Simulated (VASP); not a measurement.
A run of VASP 6.6.1:

Contents of POSCAR:

```
MgO
1.0
    2.7807500762      0.0000000000      0.0000000000
    0.0000000000      2.7807500762      0.0000000000
    0.0000000000      0.0000000000      2.7807500762
Mg O
1 1
Direct
    0.0000000000      0.0000000000      0.0000000000
    0.5000000000      0.5000000000      0.5000000000
```

Contents of INCAR.step1:

```
PREC = Accurate
ENCUT = 520
EDIFF = 1E-5
ISMEAR = 0
SIGMA = 0.01
LREAL = F
LASPH = T
NELM = 60
ALGO = Normal
ISIF = 2
LWAVE = T
NBANDS = 11
GGA = PE
```

INCAR.step2

```
PREC = Accurate
ENCUT = 520
EDIFF = 1E-7
ISMEAR = 0
SIGMA = 0.01
LREAL = F
LASPH = T
NELM = 60
ALGO = Normal
ISIF = 2
LWAVE = F
LCHARG = T
GGA = PE
LHFCALC = T
HFSCREEN = 0.2079
PRECFOCK = Normal
LELF = T
LVHAR = T
NBANDS = 11
ISTART = 1
```

KPOINTS

```
regular mesh
0
Gamma
  6 6 6
```

Potentials or basis: VASP PAW PBE potentials, release 64 (Mg, O).

The run is started by

```bash
$ cat potpaw_PBE.64/Mg/POTCAR potpaw_PBE.64/O/POTCAR > POTCAR
$ cp INCAR.step1 INCAR
$ mpirun -np 1 vasp_std > vasp.out
$ cp INCAR.step2 INCAR
$ mpirun -np 1 vasp_std > vasp.out
```

Hardware: 1 thread of AMD EPYC 7R13, on a shared host.

Problem. Estimate the wall time of this run.

Solution. Run time: 16 min on 1 thread of AMD EPYC 7R13, with other jobs on the host, peak memory 0.22 GiB. Counts: k points 20.
